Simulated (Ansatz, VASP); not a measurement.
**Two plane-wave programs on SiC**

The input POSCAR:

```
SiC
1.0
    0.0000000000      2.2433939153      2.1344433457
    2.2433939153      0.0000000000      2.1344433457
    2.2433939153      2.2433939153      0.0000000000
Si C
1 1
Direct
    0.0000000000      0.0000000000      0.0000000000
    0.2500000000      0.2500000000      0.2500000000
```

The input INCAR.step1:

```
SYSTEM = SiC
ALGO     = Normal         ! electronic algorithm
EDIFF    = 1E-4           ! SCF threshold, eV
ENCUT    = 520            ! plane-wave cutoff, eV
GGA      = PE             ! functional
ISMEAR   = 0              ! smearing method
LASPH    = .TRUE.         ! aspherical terms in the spheres
LCHARG   = .FALSE.        ! write CHGCAR
LREAL    = .FALSE.        ! projectors in reciprocal space
LWAVE    = .TRUE.         ! write WAVECAR
NBANDS   = 11             ! bands
NELM     = 80             ! most SCF steps
PREC     = Accurate       ! precision mode
SIGMA    = 0.01           ! smearing width, eV
```

INCAR.step2

```
SYSTEM = SiC
ALGO     = Normal         ! electronic algorithm
EDIFF    = 1E-6           ! SCF threshold, eV
ENCUT    = 520            ! plane-wave cutoff, eV
ISIF     = 2              ! what is computed and relaxed
ISMEAR   = 0              ! smearing method
ISTART   = 1            
LASPH    = .TRUE.         ! aspherical terms in the spheres
LCHARG   = .FALSE.        ! write CHGCAR
LMIXTAU  = .TRUE.       
LREAL    = .FALSE.        ! projectors in reciprocal space
LWAVE    = .FALSE.        ! write WAVECAR
METAGGA  = R2SCAN         ! meta-GGA
NBANDS   = 11             ! bands
NELM     = 80             ! most SCF steps
PREC     = Accurate       ! precision mode
SIGMA    = 0.01           ! smearing width, eV
```

Contents of KPOINTS:

```
k-points
0
G
  10 10 10
  0 0 0
```

Input for Ansatz:

```yaml
crystal:
  lattice:
    - [0.0, 2.2433939153, 2.1344433457]
    - [2.2433939153, 0.0, 2.1344433457]
    - [2.2433939153, 2.2433939153, 0.0]
  atoms:
    - { symbol: Si, position: [0.0, 0.0, 0.0] }
    - { symbol: C, position: [0.25, 0.25, 0.25] }
kpoints:
  mp_grid: { grid: [10, 10, 10] }
  band_path:
    path:
      - [0.0, 0.0, 0.0]
      - [-0.5, -0.5, 0.0]
      - [-0.375, -0.375, 0.25]
      - [-0.375, 0.0, 0.375]
      - [0.0, 0.0, 0.5]
      - [-0.5, -0.25, 0.25]
    npoints: 1
hamiltonian:
  xc: r2scan
scf:
  occupations: { method: fixed }
  n_extra_bands: 4
output:
  forces: true
  stress: true
  eigenvalues: true
```

Change from the starting cell: epitaxial_xy strain +3.0%.

Alike in both runs: task single point; functional r2SCAN; k mesh 10 × 10 × 10; no spin polarisation.

```csv
,VASP,Ansatz
version,VASP 6.6.1,Ansatz 0.2.0
potentials or method,"VASP PAW PBE potentials, release 64 (Si, C)","plane waves, PAW"
plane-wave cutoff (eV),520,500
occupations,"gaussian, width 0.01 eV",fixed
valence electrons in the cell,8,8
```

|  | VASP | Ansatz | Ansatz less VASP |
| --- | --- | --- | --- |
| gap on the k mesh at the Fermi level (eV) | 1.24 | 1.23 | -0.010 |
| pressure (GPa) | -8.5 | -8.3 | +0.14 |
| traceless stress, the component that is largest in VASP (GPa) | 8.36 | 8.32 | -0.037 |

VASP's potentials were made for PBE, not for r2SCAN.
